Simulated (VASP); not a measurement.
# Be (P6_3/mmc) in VASP: further runs

Aim: see how the results for Be move with the level of theory and the settings. Levels: r2SCAN, PBE. Tasks: single point.

All numbers are computed with VASP 6.6.1; they aren't measurements. Logs are shortened: lines on timing, memory, paths and dates and some standing lists are left out, and cuts for length are marked.

### 1 The cell of the first run

It takes space group P6_3/mmc (No. 194, hexagonal). Conventional cell: a = 2.265 Å, b = 2.265 Å, c = 3.574 Å, α = 90.00°, β = 90.00°, γ = 120.00°. Within 2.9 Å of Be (site symmetry -6m2) lie 12 Be at 2.21 to 2.26 Å.

### 2 Single point, r2SCAN

POSCAR

```
Be
1.0
    2.2647826536      0.0000000000      0.0000000000
   -1.1323913268      1.9613593121      0.0000000000
    0.0000000000      0.0000000000      3.5741024600
Be
2
Direct
    0.3333333333      0.6666666667      0.7500000000
    0.6666666667      0.3333333333      0.2500000000
```

INCAR.step1

```
SYSTEM = Be
PREC = Accurate ; ENCUT = 660
ISMEAR = 0 ; SIGMA = 0.1
LREAL = .FALSE. ; LASPH = .TRUE.
NELM = 120 ; NBANDS = 9
GGA = PE ; ALGO = Normal
EDIFF = 1E-5 ; LWAVE = .TRUE.
LCHARG = .FALSE. ; GGA_COMPAT = .FALSE.
```

INCAR.step2

```
SYSTEM = Be
PREC = Accurate ; ENCUT = 660
EDIFF = 1E-6 ; ISMEAR = 0
SIGMA = 0.1 ; LREAL = .FALSE.
LASPH = .TRUE. ; NELM = 120
ALGO = Normal ; ISIF = 2
LWAVE = .FALSE. ; LCHARG = .FALSE.
METAGGA = R2SCAN ; LMIXTAU = .TRUE.
NBANDS = 9 ; ISTART = 1
GGA_COMPAT = .FALSE.
```

KPOINTS

```
regular mesh
0
G
  6 6 4
  0 0 0
```

Potentials or basis: VASP PAW PBE potentials, release 64 (Be).

The run is started by

```
cat potpaw_PBE.64/Be/POTCAR > POTCAR
cp INCAR.step1 INCAR
mpirun -np 1 vasp_std > vasp.out
cp INCAR.step2 INCAR
mpirun -np 1 vasp_std > vasp.out
```

OUTCAR:

```text
SYSTEM = Be
   PREC = Accurate
   ENCUT = 660
   EDIFF = 1E-6
   ISMEAR = 0
   LREAL = .FALSE.
   LASPH = .TRUE.
   NELM = 120
   ISIF = 2
   METAGGA = R2SCAN
   ISTART = 1

 ion  position               nearest neighbor table
   1  0.333  0.667  0.750-   2 2.21   2 2.21   2 2.21   2 2.21   2 2.21   2 2.21
   2  0.667  0.333  0.250-   1 2.21   1 2.21   1 2.21   1 2.21   1 2.21   1 2.21

  LATTYP: Found a hexagonal cell.
 ALAT       =     2.2647826536
 C/A-ratio  =     1.5781216155

  Lattice vectors:

 A1 = (   2.2647826536,   0.0000000000,   0.0000000000)
 A2 = (  -1.1323913268,   1.9613593121,   0.0000000000)
 A3 = (   0.0000000000,   0.0000000000,   3.5741024600)

Analysis of symmetry for initial positions (statically):
=====================================================================
 Subroutine PRICEL returns:
 Original cell was already a primitive cell.

 Routine SETGRP: Setting up the symmetry group for a
 hexagonal supercell.

 Subroutine GETGRP returns: Found 24 space group operations
 (whereof 12 operations were pure point group operations)
 out of a pool of 24 trial point group operations.

The static configuration has the point symmetry D_3d.
 The point group associated with its full space group is D_6h.

Analysis of symmetry for dynamics (positions and initial velocities):
=====================================================================
 Subroutine PRICEL returns:
 Original cell was already a primitive cell.

 Routine SETGRP: Setting up the symmetry group for a
 hexagonal supercell.

 Subroutine GETGRP returns: Found 24 space group operations
 (whereof 12 operations were pure point group operations)
 out of a pool of 24 trial point group operations.

The dynamic configuration has the point symmetry D_3d.
 The point group associated with its full space group is D_6h.

 Subroutine INISYM returns: Found 24 space group operations
 (whereof 12 operations are pure point group operations),
 and found     1 'primitive' translations

----------------------------------------------------------------------------------------

                                     Primitive cell

  volume of cell :      15.8764

  direct lattice vectors                    reciprocal lattice vectors
     2.264782654  0.000000000  0.000000000     0.441543474  0.254925243  0.000000000
    -1.132391327  1.961359312  0.000000000     0.000000000  0.509850487  0.000000000
     0.000000000  0.000000000  3.574102460     0.000000000  0.000000000  0.279790524

  length of vectors
     2.264782654  2.264782654  3.574102460     0.509850487  0.509850487  0.279790524

  position of ions in fractional coordinates (direct lattice)
     0.333333333  0.666666667  0.750000000
     0.666666667  0.333333333  0.250000000

  ion indices of the primitive-cell ions
   primitive index   ion index
                 1           1
                 2           2

----------------------------------------------------------------------------------------

 KPOINTS: regular mesh

Automatic generation of k-mesh.
 Grid dimensions read from file:
 generate k-points for:    6    6    4

 Generating k-lattice:

  Cartesian coordinates                     Fractional coordinates (reciprocal lattice)
     0.073590579  0.042487541  0.000000000     0.166666667  0.000000000  0.000000000
     0.000000000  0.084975081  0.000000000     0.000000000  0.166666667  0.000000000
     0.000000000  0.000000000  0.069947631     0.000000000  0.000000000  0.250000000

  Length of vectors
     0.084975081  0.084975081  0.069947631

  Shift w.r.t. Gamma in fractional coordinates (k-lattice)
     0.000000000  0.000000000  0.000000000

 Subroutine IBZKPT returns following result:
 ===========================================

 Found     21 irreducible k-points:

 Following reciprocal coordinates:
            Coordinates               Weight
  0.000000  0.000000  0.000000      1.000000
  0.166667 -0.000000  0.000000      6.000000
  0.333333  0.000000  0.000000      6.000000
  0.500000  0.000000  0.000000      3.000000
  0.166667  0.166667  0.000000      6.000000
  0.333333  0.166667  0.000000     12.000000
[... 13 lines left out ...]
  0.333333  0.166667  0.500000     12.000000
  0.333333  0.333333  0.500000      2.000000
   k-points           NKPTS =     21   k-points in BZ     NKDIM =     21   number of bands    NBANDS=      9
   number of dos      NEDOS =    301   number of ions     NIONS =      2
   total plane-waves  NPLWV =  12000
   dimension x,y,z NGX =    20 NGY =   20 NGZ =   30
   dimension x,y,z NGXF=    40 NGYF=   40 NGZF=   60
   ions per type =               2
   NGX,Y,Z   is equivalent  to a cutoff of  14.68, 14.68, 13.95 a.u.
   NGXF,Y,Z  is equivalent  to a cutoff of  29.36, 29.36, 27.91 a.u.
 SYSTEM =  Be
   PREC   = accura    normal or accurate (medium, high low for compatibility)
   ISTART =      1    job   : 0-new  1-cont  2-samecut
   ICHARG =      0    charge: 1-file 2-atom 10-const
   ISPIN  =      1    spin polarized calculation?
   LNONCOLLINEAR =      F non collinear calculations
   LSORBIT =      F    spin-orbit coupling
   LASPH  =      T    aspherical Exc in radial PAW
   ENCUT  =  660.0 eV  48.51 Ry    6.96 a.u.   4.74  4.74  7.49*2*pi/ulx,y,z
   NELM   =    120;   NELMIN=  2; NELMDL=  0     # of ELM steps
   EDIFF  = 0.1E-05   stopping-criterion for ELM
   LREAL  =      F    real-space projection
   EDIFFG = 0.1E-04   stopping-criterion for IOM
   NSW    =      0    number of steps for IOM
   IBRION =     -1    ionic relax: 0-MD 1-quasi-New 2-CG
   NFREE  =      0    steps in history (QN), initial steepest desc. (CG)
   ISIF   =      2    stress and relaxation
   ISYM   =      2    0-nonsym 1-usesym 2-fastsym
   POTIM  = 0.5000    time-step for ionic-motion
   TEBEG  =    0.0;   TEEND  =   0.0 temperature during run
   PSTRESS=    0.0 pullay stress
   NELECT =       4.0000    total number of electrons
   NUPDOWN=      -1.0000    fix difference up-down
   EMIN   =  10.00;   EMAX   =-10.00  energy-range for DOS
   EFERMI =   0.00;   METHOD = LEGACY
   ISMEAR =     0;   SIGMA  =   0.10  broadening in eV -4-tet -1-fermi 0-gaus
   EFERMI_NEDOS =   21; number of points for ismear=-14 and -15
   IALGO  =     38    algorithm
   IMIX   =      4    mixing-type and parameters
     AMIX     =   0.40;   BMIX     =  1.00
     AMIX_MAG =   1.60;   BMIX_MAG =  1.00
  volume/ion in A,a.u.               =       7.94        53.57
  Fermi-wavevector in a.u.,A,eV,Ry     =   1.033978  1.953935 14.546129  1.069110
  Thomas-Fermi vector in A             =   2.168251
   LORBIT       =      0    0 simple, 1 ext, 2 COOP (PROOUT), +10 PAW based schemes
   METAGGA = R2SCAN    functional components
   LHFCALC =     F    Hartree Fock is set to
   AEXX    =    0.0000 exact exchange contribution
   IVDW    =     0    specifies the selected vdW correction
   LEPSILON=     F    determine dielectric tensor
   LRPA    =     F    only Hartree local field effects (RPA)
 non-spin polarized calculation
 Gauss-broadening in eV      SIGMA  =   0.10
  energy-cutoff  :      660.00
  volume of cell :       15.88
 maximum number of plane-waves:       638
 NGX is ok and might be reduce to    20
   NGX =  9   NGY =  9   NGZ = 15

 number of electron       4.0000000 magnetization

 Free energy of the ion-electron system (eV)
  ---------------------------------------------------
  ext. energy  EPLUGINS =         0.00000000
  ---------------------------------------------------
  free energy    TOTEN  =        -8.61078716 eV

  energy without entropy =       -8.61077896  energy(sigma->0) =       -8.61078306

 E-fermi :   6.4887     XC(G=0): -11.2476

 val. band max:        6.2236917962   @ k =   0.3333   0.1667   0.0000
 cond. band min:       6.7411755723   @ k =   0.3333   0.0000   0.0000
 fundamental gap:      0.5174837761
 Fermi energy:         6.4887145131

 k-point     1 :       0.0000    0.0000    0.0000
  band No.  band energies     occupation
      1      -5.1223      2.00000
      2       2.3380      2.00000
      3       8.1062      0.00000
      4      24.4211      0.00000
      5      24.4211      0.00000
      6      27.4369      0.00000
      7      27.4369      0.00000
      8      29.6695      0.00000
      9      35.5284      0.00000

 k-point     2 :       0.1667   -0.0000    0.0000
  band No.  band energies     occupation
      1      -4.2586      2.00000
      2       3.4493      2.00000
      3       8.3610      0.00000
      4      19.1238      0.00000
      5      21.2908      0.00000
      6      27.0675      0.00000
      7      27.5014      0.00000
      8      27.9836      0.00000
      9      29.4974      0.00000

 k-point     3 :       0.3333    0.0000    0.0000
  band No.  band energies     occupation
      1      -1.6786      2.00000
      2       6.7412      0.00036
      3       7.6019      0.00000
      4      13.7119      0.00000
      5      18.3406      0.00000
      6      20.0481      0.00000
      7      21.5239      0.00000
      8      26.2695      0.00000
      9      27.9311      0.00000

 k-point     4 :       0.5000    0.0000    0.0000
  band No.  band energies     occupation
      1       1.7149      2.00000
      2       3.7426      2.00000
      3      11.0170      0.00000
      4      13.8486      0.00000
      5      14.2470      0.00000
      6      17.3081      0.00000
      7      17.6538      0.00000
      8      25.4499      0.00000
      9      27.9470      0.00000
[... 169 lines left out ...]
 k-point    19 :       0.1667    0.1667    0.5000
  band No.  band energies     occupation
      1      -0.1864      2.00000
      2      -0.1864      2.00000
      3      16.3515      0.00000
      4      16.3515      0.00000
      5      17.6830      0.00000
      6      17.6830      0.00000
      7      22.6037      0.00000
      8      22.6037      0.00000
      9      32.7097      0.00000

 k-point    20 :       0.3333    0.1667    0.5000
  band No.  band energies     occupation
      1       2.9863      2.00000
      2       2.9863      2.00000
      3      10.1129      0.00000
      4      10.1129      0.00000
      5      16.3153      0.00000
      6      16.3153      0.00000
      7      23.7735      0.00000
      8      23.7735      0.00000
      9      32.7372      0.00000

 k-point    21 :       0.3333    0.3333    0.5000
  band No.  band energies     occupation
      1       5.9481      2.00000
      2       5.9481      2.00000
      3       7.4013      0.00000
      4       7.4013      0.00000
      5      13.7102      0.00000
      6      13.7102      0.00000
      7      24.6423      0.00000
      8      24.6423      0.00000
      9      32.5121      0.00000

------------------------ aborting loop because EDIFF is reached ----------------------------------------

  FORCE on cell =-STRESS in cart. coord.  units (eV):
  Direction    XX          YY          ZZ          XY          YZ          ZX
  --------------------------------------------------------------------------------------
  -------------------------------------------------------------------------------------
  Total        0.4852591      0.4852591     -0.9363907      0.0000000     -0.0000000      0.0000000
  in kB       48.9703871     48.9703871    -94.4967736      0.0000000     -0.0000000      0.0000000
  external PRESSURE =       1.1480002 kB  Pullay stress =       0.0000000 kB

 VOLUME and BASIS-vectors are now :
 -----------------------------------------------------------------------------
  energy-cutoff  :      660.00
  volume of cell :       15.88
      direct lattice vectors                 reciprocal lattice vectors
     2.264782654  0.000000000  0.000000000     0.441543474  0.254925243  0.000000000
    -1.132391327  1.961359312  0.000000000     0.000000000  0.509850487  0.000000000
     0.000000000  0.000000000  3.574102460     0.000000000  0.000000000  0.279790524

 POSITION                                       TOTAL-FORCE (eV/Angst)
 -----------------------------------------------------------------------------------
     -0.00000      1.30757      2.68058        -0.000000      0.000000      0.000000
      1.13239      0.65379      0.89353         0.000000     -0.000000      0.000000
 -----------------------------------------------------------------------------------
    total drift:                                0.000000     -0.000000      0.000000

  FREE ENERGIE OF THE ION-ELECTRON SYSTEM (eV)
  ---------------------------------------------------
  free  energy   TOTEN  =        -8.6107871606 eV

  energy  without entropy=       -8.6107789635  energy(sigma->0) =       -8.61078306
```

Wall time 17 s (1 thread of Intel Xeon 8259CL, shared host); peak memory 0.13 GiB.

Results:

- Free energy: -8.6108 eV
- Pressure: 0.1 GPa
- Band gap on the k mesh: zero (bands 2 and 3 overlap by 0.75 eV)

Stress tensor (GPa, compression positive):
```
 4.90  0.00  0.00
 0.00  4.90  0.00
 0.00  0.00 -9.45
```

Caveat: the k points lie up to 0.53 Å⁻¹ apart, too coarse for converged energies and pressures of a metal; the PAW data sets were made with another functional, which shifts forces and pressure a little.

### 3 Single point, PBE

INCAR

```
PREC = Accurate
ENCUT = 520
EDIFF = 1E-6
ISMEAR = 0
SIGMA = 0.1
LREAL = False
LASPH = True
NELM = 60
ALGO = Normal
ISIF = 2
LWAVE = False
LCHARG = False
GGA = PE
NELECT = 3.75
ISYM = 0
NBANDS = 9
```

KPOINTS

```
regular mesh
0
Gamma
  11 6 4
```

POSCAR is that of step 2.

Potentials or basis: VASP PAW PBE potentials, release 64 (Be).

The run is started by

```
cat potpaw_PBE.64/Be/POTCAR > POTCAR
mpirun -np 1 vasp_std > vasp.out
```

Run time: 12 s. Hardware: 1 thread of AMD EPYC 7R43 (Zen 3), shared host; peak memory 0.1 GiB.

The run converged. Its results:

```yaml
Free_energy: -9.1110 eV
Largest_force: 0.016 eV/Å
```

Forces on the atoms (eV/Å):
```
Be   0.007 -0.014  0.000
Be  -0.007  0.014  0.000
```

Levels at points of the mesh, in eV from the Fermi level:
| k point | band 1 | band 2 | band 3 | band 4 | band 5 | band 6 |
| --- | --- | --- | --- | --- | --- | --- |
| (0.00, 0.00, 0.00) | -10.17 | -3.29 | 2.22 | 17.12 | 17.12 | 19.95 |
| (0.00, 0.50, 0.00) | -3.82 | -1.97 | 4.76 | 7.63 | 7.86 | 10.56 |
| (0.00, 0.00, 0.50) | -8.02 | -8.02 | 11.76 | 11.76 | 18.75 | 18.75 |
| (0.00, 0.50, 0.50) | -2.45 | -2.45 | 2.72 | 2.72 | 13.15 | 13.15 |

Caveat: the k points lie up to 0.46 Å⁻¹ apart; the cell carries a net charge on a neutralising background, which shifts energy and pressure; the cell is charged against a uniform background, so pressure and absolute levels hang on convention.

### 4 Single point, PBE, collinear spin, zero start

INCAR

```
  PREC = Accurate
  ENCUT = 520
  EDIFF = 1E-6
  ISMEAR = 1
  SIGMA = 0.0015
  LREAL = False
  LASPH = True
  NELM = 150
  ALGO = Normal
  ISIF = 2
  LWAVE = False
  LCHARG = True
  ISPIN = 2
  MAGMOM = 0 0
  LORBIT = 11
  GGA = PE
  LELF = True
  LVHAR = True
  NBANDS = 13
```

KPOINTS

```
regular mesh
0
Gamma
  12 12 6
```

POSCAR is that of step 3.

The run is started by

```
cat potpaw_PBE.64/Be/POTCAR > POTCAR
mpirun -np 1 vasp_std > vasp.out
```

It took 24 s on 1 thread of AMD EPYC 7R43 (Zen 3), shared host; peak memory 0.1 GiB.

Results (log left out):

```
Free energy                                           : -7.5366 eV
Pressure                                              : -0.4 GPa
Band gap on the k mesh                                : zero (filled and empty bands overlap)
Net moment                                            : 0.00 μB per cell
Valence electrons inside the program's atomic spheres : Be 1.17
```

Stress tensor (GPa, compression positive):
```
-0.07  0.00  0.00
 0.00 -0.07  0.00
 0.00  0.00 -1.11
```

Levels at points of the mesh, in eV from the Fermi level:
Spin up:
```
           k point  band 1  band 2  band 3  band 4  band 5  band 6
(0.00, 0.00, 0.00)  -11.77   -4.89    0.61   15.54   15.54   18.37
(0.50, 0.00, 0.00)   -5.43   -3.57    3.18    6.03    6.26    8.97
(0.00, 0.00, 0.50)   -9.62   -9.62   10.17   10.17   17.18   17.18
(0.50, 0.00, 0.50)   -4.05   -4.05    1.12    1.12   11.56   11.56
```
Spin down:
| k point | band 1 | band 2 | band 3 | band 4 | band 5 | band 6 |
| --- | --- | --- | --- | --- | --- | --- |
| (0.00, 0.00, 0.00) | -11.77 | -4.89 | 0.61 | 15.54 | 15.54 | 18.37 |
| (0.50, 0.00, 0.00) | -5.43 | -3.57 | 3.18 | 6.03 | 6.26 | 8.97 |
| (0.00, 0.00, 0.50) | -9.62 | -9.62 | 10.17 | 10.17 | 17.18 | 17.18 |
| (0.50, 0.00, 0.50) | -4.05 | -4.05 | 1.12 | 1.12 | 11.56 | 11.56 |

(Continued in part 2 of 2.)
